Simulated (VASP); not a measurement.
# FeO (Wuestite) (Fm-3m) in VASP: further runs

FeO (Wuestite) is run at these levels: PBEsol, PBE; tasks: single point.

Everything below comes from runs of VASP 6.6.1. Logs are shortened: lines on timing, memory, paths and dates and some standing lists are left out, and cuts for length are marked.

### 1 The cell of the first run

The structure is cubic, space group Fm-3m (No. 225). The conventional cell has a = 4.311 Å, b = 4.311 Å, c = 4.311 Å, α = 90.00°, β = 90.00°, γ = 90.00°. Fe (site symmetry m-3m) has 6 O at 2.16 Å within 2.9 Å. O (site symmetry m-3m) has 6 Fe at 2.16 Å within 2.9 Å.

### 2 Single point, PBEsol, collinear spin, ferromagnetic start

INCAR reads:

```
PREC = Accurate
ENCUT = 600
EDIFF = 1E-6
ISMEAR = -1
SIGMA = 0.05
LREAL = F
LASPH = T
NELM = 200
ALGO = Normal
ISIF = 2
LWAVE = F
LCHARG = T
ISPIN = 2
MAGMOM = 3.8 0
LORBIT = 11
NUPDOWN = 3.8
LMAXMIX = 4
GGA = PS
LELF = T
LVHAR = T
NBANDS = 22
GGA_COMPAT = F
```

KPOINTS reads:

```
regular mesh
0
Gamma
  9 9 9
```

POSCAR reads:

```
FeO
1.0
    0.0000000000      2.1554000000      2.1554000000
    2.1554000000      0.0000000000      2.1554000000
    2.1554000000      2.1554000000      0.0000000000
Fe O
1 1
Direct
    0.0000000000      0.0000000000      0.0000000000
    0.5000000000      0.5000000000      0.5000000000
```

Potentials or basis: VASP PAW PBE potentials, release 64 (Fe_sv, O).

Command:

```bash
cat potpaw_PBE.64/Fe_sv/POTCAR potpaw_PBE.64/O/POTCAR > POTCAR
mpirun -np 1 vasp_std > vasp.out
```

OUTCAR:

```text
PREC = Accurate
   ENCUT = 600
   EDIFF = 1E-6
   ISMEAR = -1
   LREAL = F
   LASPH = T
   NELM = 200
   ISIF = 2
   ISPIN = 2
   LORBIT = 11
   NUPDOWN = 3.8
   GGA = PS

 ion  position               nearest neighbor table
   1  0.000  0.000  0.000-   2 2.16   2 2.16   2 2.16   2 2.16   2 2.16   2 2.16
   2  0.500  0.500  0.500-   1 2.16   1 2.16   1 2.16   1 2.16   1 2.16   1 2.16

  LATTYP: Found a face centered cubic cell.
 ALAT       =     4.3108000000

  Lattice vectors:

 A1 = (   0.0000000000,   2.1554000000,   2.1554000000)
 A2 = (   2.1554000000,   0.0000000000,   2.1554000000)
 A3 = (   2.1554000000,   2.1554000000,   0.0000000000)

Analysis of symmetry for initial positions (statically):
=====================================================================
 Subroutine PRICEL returns:
 Original cell was already a primitive cell.

 Routine SETGRP: Setting up the symmetry group for a
 face centered cubic supercell.

 Subroutine GETGRP returns: Found 48 space group operations
 (whereof 48 operations were pure point group operations)
 out of a pool of 48 trial point group operations.

The static configuration has the point symmetry O_h .

Analysis of symmetry for dynamics (positions and initial velocities):
=====================================================================
 Subroutine PRICEL returns:
 Original cell was already a primitive cell.

 Routine SETGRP: Setting up the symmetry group for a
 face centered cubic supercell.

 Subroutine GETGRP returns: Found 48 space group operations
 (whereof 48 operations were pure point group operations)
 out of a pool of 48 trial point group operations.

The dynamic configuration has the point symmetry O_h .

Analysis of structural, dynamic, and magnetic symmetry:
=====================================================================
 Subroutine PRICEL returns:
 Original cell was already a primitive cell.

 Routine SETGRP: Setting up the symmetry group for a
 face centered cubic supercell.

 Subroutine GETGRP returns: Found 48 space group operations
 (whereof 48 operations were pure point group operations)
 out of a pool of 48 trial point group operations.

The overall configuration has the point symmetry O_h .

 Subroutine INISYM returns: Found 48 space group operations
 (whereof 48 operations are pure point group operations),
 and found     1 'primitive' translations

----------------------------------------------------------------------------------------

                                     Primitive cell

  volume of cell :      20.0269

  direct lattice vectors                    reciprocal lattice vectors
     0.000000000  2.155400000  2.155400000    -0.231975503  0.231975503  0.231975503
     2.155400000  0.000000000  2.155400000     0.231975503 -0.231975503  0.231975503
     2.155400000  2.155400000  0.000000000     0.231975503  0.231975503 -0.231975503

  length of vectors
     3.048195912  3.048195912  3.048195912     0.401793358  0.401793358  0.401793358

  position of ions in fractional coordinates (direct lattice)
     0.000000000  0.000000000  0.000000000
     0.500000000  0.500000000  0.500000000

  ion indices of the primitive-cell ions
   primitive index   ion index
                 1           1
                 2           2

----------------------------------------------------------------------------------------

 KPOINTS: regular mesh

Automatic generation of k-mesh.
 Grid dimensions read from file:
 generate k-points for:    9    9    9

 Generating k-lattice:

  Cartesian coordinates                     Fractional coordinates (reciprocal lattice)
    -0.025775056  0.025775056  0.025775056     0.111111111  0.000000000  0.000000000
     0.025775056 -0.025775056  0.025775056     0.000000000  0.111111111  0.000000000
     0.025775056  0.025775056 -0.025775056     0.000000000  0.000000000  0.111111111

  Length of vectors
     0.044643706  0.044643706  0.044643706

  Shift w.r.t. Gamma in fractional coordinates (k-lattice)
     0.000000000  0.000000000  0.000000000

 Subroutine IBZKPT returns following result:
 ===========================================

 Found     35 irreducible k-points:

 Following reciprocal coordinates:
            Coordinates               Weight
  0.000000  0.000000  0.000000      1.000000
  0.111111  0.000000  0.000000      8.000000
  0.222222  0.000000  0.000000      8.000000
  0.333333  0.000000  0.000000      8.000000
  0.444444  0.000000  0.000000      8.000000
  0.111111  0.111111  0.000000      6.000000
[... 16 lines left out ...]
 -0.333333  0.333333  0.000000     12.000000
  0.444444  0.444444  0.000000      6.000000
 [... further k-points ...]
   k-points           NKPTS =     35   k-points in BZ     NKDIM =     35   number of bands    NBANDS=     22
   number of dos      NEDOS =    301   number of ions     NIONS =      2
   total plane-waves  NPLWV =  13824
   dimension x,y,z NGX =    24 NGY =   24 NGZ =   24
   dimension x,y,z NGXF=    48 NGYF=   48 NGZF=   48
   ions per type =               1   1
   NGX,Y,Z   is equivalent  to a cutoff of  13.09, 13.09, 13.09 a.u.
   NGXF,Y,Z  is equivalent  to a cutoff of  26.18, 26.18, 26.18 a.u.
 SYSTEM =  unknown system
   PREC   = accura    normal or accurate (medium, high low for compatibility)
   ISTART =      0    job   : 0-new  1-cont  2-samecut
   ICHARG =      2    charge: 1-file 2-atom 10-const
   ISPIN  =      2    spin polarized calculation?
   LNONCOLLINEAR =      F non collinear calculations
   LSORBIT =      F    spin-orbit coupling
   LASPH  =      T    aspherical Exc in radial PAW
   ENCUT  =  600.0 eV  44.10 Ry    6.64 a.u.   6.09  6.09  6.09*2*pi/ulx,y,z
   NELM   =    200;   NELMIN=  2; NELMDL= -5     # of ELM steps
   EDIFF  = 0.1E-05   stopping-criterion for ELM
   LREAL  =      F    real-space projection
   EDIFFG = 0.1E-04   stopping-criterion for IOM
   NSW    =      0    number of steps for IOM
   IBRION =     -1    ionic relax: 0-MD 1-quasi-New 2-CG
   NFREE  =      0    steps in history (QN), initial steepest desc. (CG)
   ISIF   =      2    stress and relaxation
   ISYM   =      2    0-nonsym 1-usesym 2-fastsym
   POTIM  = 0.5000    time-step for ionic-motion
   TEBEG  =    0.0;   TEEND  =   0.0 temperature during run
   PSTRESS=    0.0 pullay stress
   NELECT =      22.0000    total number of electrons
   NUPDOWN=       3.8000    fix difference up-down
   EMIN   =  10.00;   EMAX   =-10.00  energy-range for DOS
   EFERMI =   0.00;   METHOD = LEGACY
   ISMEAR =    -1;   SIGMA  =   0.05  broadening in eV -4-tet -1-fermi 0-gaus
   EFERMI_NEDOS =   21; number of points for ismear=-14 and -15
   IALGO  =     38    algorithm
   IMIX   =      4    mixing-type and parameters
     AMIX     =   0.40;   BMIX     =  1.00
     AMIX_MAG =   1.60;   BMIX_MAG =  1.00
  volume/ion in A,a.u.               =      10.01        67.57
  Fermi-wavevector in a.u.,A,eV,Ry     =   1.689187  3.192101 38.822242  2.853354
  Thomas-Fermi vector in A             =   2.771359
   LORBIT       =     11    0 simple, 1 ext, 2 COOP (PROOUT), +10 PAW based schemes
   GGA     = PS    functional components
   LHFCALC =     F    Hartree Fock is set to
   AEXX    =    0.0000 exact exchange contribution
   IVDW    =     0    specifies the selected vdW correction
   LEPSILON=     F    determine dielectric tensor
   LRPA    =     F    only Hartree local field effects (RPA)
 spin polarized calculation
  energy-cutoff  :      600.00
  volume of cell :       20.03
 maximum number of plane-waves:       680
   NGX = 13   NGY = 13   NGZ = 13

 number of electron      22.0000013 magnetization       3.8000001

 Free energy of the ion-electron system (eV)
  ---------------------------------------------------
  ext. energy  EPLUGINS =         0.00000000
  ---------------------------------------------------
  free energy    TOTEN  =       -15.91018928 eV

  energy without entropy =      -15.89683332  energy(sigma->0) =      -15.90351130

 E-fermi :   9.6990     XC(G=0): -12.7866

 val. band max:        9.5899333968   @ k =   0.2222   0.1111   0.0000
 cond. band min:       9.2534111839   @ k =  -0.2222   0.2222   0.0000
 fundamental gap:     -0.3365222130
 Fermi energy:         9.2071525707

 spin component 1

 k-point     1 :       0.0000    0.0000    0.0000
  band No.  band energies     occupation
      1     -79.8137      1.00000
      2     -45.9666      1.00000
      3     -45.9666      1.00000
      4     -45.9666      1.00000
      5     -11.1185      1.00000
      6       5.7147      1.00000
[... 14 lines left out ...]
     21      30.1441      0.00000
     22      33.1506      0.00000

 k-point     2 :       0.1111    0.0000    0.0000
  band No.  band energies     occupation
      1     -79.8131      1.00000
      2     -45.9741      1.00000
      3     -45.9679      1.00000
      4     -45.9679      1.00000
      5     -10.9957      1.00000
      6       4.5921      1.00000
[... 542 lines left out ...]
 k-point    24 :       0.4444    0.4444    0.0000
  band No.  band energies     occupation
      1     -79.8067      1.00000
      2     -46.0162      1.00000
      3     -45.9875      1.00000
      4     -45.9875      1.00000
      5      -9.9806      1.00000
      6       2.0725      1.00000
[... 14 lines left out ...]
     21      39.2350      0.00000
     22      39.2350      0.00000

 [... further k-points ...]

 spin component 2

 k-point     1 :       0.0000    0.0000    0.0000
  band No.  band energies     occupation
      1     -75.8669      1.00000
      2     -42.1052      1.00000
      3     -42.1052      1.00000
      4     -42.1052      1.00000
      5     -10.6487      1.00000
      6       6.2055      1.00000
[... 14 lines left out ...]
     21      31.6156      0.00000
     22      34.2739      0.00000

 k-point     2 :       0.1111    0.0000    0.0000
  band No.  band energies     occupation
      1     -75.8661      1.00000
      2     -42.1141      1.00000
      3     -42.1066      1.00000
      4     -42.1066      1.00000
      5     -10.5248      1.00000
      6       5.3172      1.00000
[... 542 lines left out ...]
 k-point    24 :       0.4444    0.4444    0.0000
  band No.  band energies     occupation
      1     -75.8585      1.00000
      2     -42.1658      1.00000
      3     -42.1303      1.00000
      4     -42.1303      1.00000
      5      -9.4688      1.00000
      6       2.5718      1.00000
[... 14 lines left out ...]
     21      39.4517      0.00000
     22      39.4517      0.00000

 [... further k-points ...]
[... 5 lines left out ...]
  --------------------------------------------------------------------------------------
  -------------------------------------------------------------------------------------
  Total       -1.6698091     -1.6698091     -1.6698091      0.0000000      0.0000000      0.0000000
  in kB     -133.5868692   -133.5868692   -133.5868692      0.0000000      0.0000000      0.0000000
  external PRESSURE =    -133.5868692 kB  Pullay stress =       0.0000000 kB

 VOLUME and BASIS-vectors are now :
 -----------------------------------------------------------------------------
  energy-cutoff  :      600.00
  volume of cell :       20.03
      direct lattice vectors                 reciprocal lattice vectors
     0.000000000  2.155400000  2.155400000    -0.231975503  0.231975503  0.231975503
     2.155400000  0.000000000  2.155400000     0.231975503 -0.231975503  0.231975503
     2.155400000  2.155400000  0.000000000     0.231975503  0.231975503 -0.231975503

 POSITION                                       TOTAL-FORCE (eV/Angst)
 -----------------------------------------------------------------------------------
      0.00000      0.00000      0.00000         0.000000      0.000000      0.000000
      2.15540      2.15540      2.15540        -0.000000     -0.000000     -0.000000
 -----------------------------------------------------------------------------------
    total drift:                                0.000000     -0.000000     -0.000000

  FREE ENERGIE OF THE ION-ELECTRON SYSTEM (eV)
  ---------------------------------------------------
  free  energy   TOTEN  =       -15.9101892792 eV

  energy  without entropy=      -15.8968333189  energy(sigma->0) =      -15.90351130

 total charge

# of ion       s       p       d       tot
------------------------------------------
    1        2.103   5.995   5.517  13.615
    2        1.549   3.406   0.000   4.955
--------------------------------------------------
tot          3.652   9.401   5.517  18.570

 magnetization (x)

# of ion       s       p       d       tot
------------------------------------------
    1        0.015   0.010   3.306   3.331
    2        0.029   0.217   0.000   0.246
--------------------------------------------------
tot          0.044   0.226   3.306   3.577
```

It took 21 s on 1 thread of Intel Xeon Platinum 8488C (Sapphire Rapids), shared host; peak memory 0.16 GiB.

Results:

```yaml
Free_energy: -15.9102 eV
Pressure: -13.4 GPa
Net_moment: 3.80 μB per cell
Site_moments: Fe +3.33; O +0.25 μB
Valence_electrons_inside_the_program's_atomic_spheres: Fe 13.62; O 4.96
```

Caveat: the PAW data sets were made with another functional, which shifts forces and pressure a little; the total moment is fixed, so each spin has its own Fermi level; a cell with one magnetic atom can't hold antiferromagnetic order, which such compounds often take.

### 3 Single point, PBE, collinear spin, ferromagnetic start

INCAR reads:

```
ALGO = Normal
EDIFF = 1E-6
ENCUT = 600
GGA = PE
GGA_COMPAT = False
ISIF = 2
ISMEAR = -1
ISPIN = 2
LASPH = True
LCHARG = True
LELF = True
LMAXMIX = 4
LORBIT = 11
LREAL = False
LVHAR = True
LWAVE = False
MAGMOM = 3 0
NBANDS = 18
NELM = 200
PREC = Accurate
SIGMA = 0.05
```

KPOINTS reads:

```
k-points
0
Gamma
  6 6 6
```

POSCAR is that of step 2.

Potentials or basis: VASP PAW PBE potentials, release 64 (Fe, O).

Command:

```bash
cat potpaw_PBE.64/Fe/POTCAR potpaw_PBE.64/O/POTCAR > POTCAR
mpirun -np 1 vasp_std > vasp.out
```

Run time: 15 s. Hardware: 1 thread of Intel Xeon Platinum 8259CL at 2.50GHz (Skylake/Cascade Lake), shared host; peak memory 0.15 GiB.

Results (log left out):

```yaml
Free_energy: -14.9291 eV
Pressure: -0.2 GPa
Band_gap_on_the_k_mesh: zero (filled and empty bands overlap)
Net_moment: 4.00 μB per cell
Site_moments: Fe +3.62; O +0.30 μB
Valence_electrons_inside_the_program's_atomic_spheres: Fe 6.73; O 4.99
```

Levels at points of the mesh, in eV from the Fermi level:
Spin up:
```
           k point  band 5  band 6  band 7  band 8  band 9  band 10  band 11  band 12  band 13  band 14
(0.00, 0.00, 0.00)   -3.80   -3.80   -3.80   -3.69   -3.69     0.08    15.46    17.02    17.02    17.02
(0.50, 0.00, 0.00)   -3.08   -3.08   -2.51   -0.35   -0.35     4.08     8.46    12.54    12.54    19.46
(0.50, 0.50, 0.00)   -4.79   -3.30   -2.82   -2.81   -2.81     5.27     8.74    10.76    14.70    14.70
```
Spin down:
```tsv
k point	band 2	band 3	band 4	band 5	band 6	band 7	band 8	band 9
(0.00, 0.00, 0.00)	-3.24	-3.24	-3.24	-0.74	-0.74	-0.74	0.18	0.18
(0.50, 0.00, 0.00)	-7.99	-5.15	-5.15	0.38	0.38	0.59	2.77	2.77
(0.50, 0.50, 0.00)	-6.88	-4.42	-4.42	-2.12	0.72	0.72	0.72	1.13
```

Caveat: the k points lie up to 0.42 Å⁻¹ apart; a cell with one magnetic atom can't hold antiferromagnetic order, which such compounds often take; semilocal functionals often make such compounds metallic where correlation or magnetic order opens a gap, which also shifts bond lengths. With open d or f shells a metallic result of PBE can be an artefact of self-interaction; +U or a hybrid may open a gap.
